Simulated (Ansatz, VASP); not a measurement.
**Te2Mo: VASP beside Ansatz**

```
CELL_PARAMETERS angstrom
3.56023 0.00000 0.00000
-1.78012 3.08325 0.00000
0.00000 0.00000 17.52406
ATOMIC_POSITIONS crystal
Te 0.34251 0.68501 0.89504
Te 0.34251 0.68501 0.09933
Mo 0.00000 0.00000 0.00000
```

Change from the starting cell: all Te atoms moved -0.075 Å, as atom 1 towards its neighbour atom 3 (Mo) at 2.726 Å.

Alike in both runs: task single point; functional LDA; k mesh 12 × 12 × 2; occupations gaussian, width 0.05 eV; no spin polarisation.

|  | VASP | Ansatz |
| --- | --- | --- |
| version | VASP 6.6.1 | Ansatz 0.2.0 |
| potentials or method | VASP PAW LDA potentials, release 64 (Te, Mo_sv), cutoff 520 eV | scalar-relativistic, plane waves, PAW |
| valence electrons in the cell | 26 | 46 |

Ansatz gave:

* gap on the k mesh at the Fermi level (eV): 1.05
* least direct gap on the mesh (eV): 1.05
* rms of the force components (eV/Å): 0.545

Which values does VASP return?

gap on the k mesh at the Fermi level (eV): 1.05; least direct gap on the mesh (eV): 1.05; rms of the force components (eV/Å): 0.541.

LDA's correlation is that of Perdew and Zunger in VASP and of Perdew and Wang (1992) in Ansatz. Atom by atom the forces differ by 0.025 eV/Å (rms over components). VASP's potentials hold 26 valence electrons a cell and Ansatz's 46, so a difference there can come from the potentials and not from the codes. Ansatz's warnings: xc potential rough in thin density.

Spin-orbit coupling is off throughout.
